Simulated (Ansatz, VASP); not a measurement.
## Rb in VASP and in Ansatz

```
CELL_PARAMETERS angstrom
4.60117 0.00000 0.00000
-2.30059 3.98473 0.00000
0.00000 0.00000 7.59135
ATOMIC_POSITIONS crystal
Rb 0.33333 0.66667 0.25000
Rb 0.66667 0.33333 0.75000
```

Change from the starting cell: volume scaled by 0.76, LAPW.

Alike in both runs: task single point; functional PBE; k mesh 9 × 9 × 5; occupations fermi-dirac, width 0.08 eV; no spin polarisation.

|  | VASP | Ansatz |
| --- | --- | --- |
| version | VASP 6.6.1 | Ansatz 0.2.0 |
| potentials or method | VASP PAW PBE potentials, release 64 (Rb_sv), cutoff 520 eV | all-electron LAPW, scalar-relativistic |

|  | VASP | Ansatz | Ansatz less VASP |
| --- | --- | --- | --- |
| pressure (GPa) | 1.2 | 1.2 | 0.00 |

Ansatz ran all-electron here, and VASP with PAW potentials.
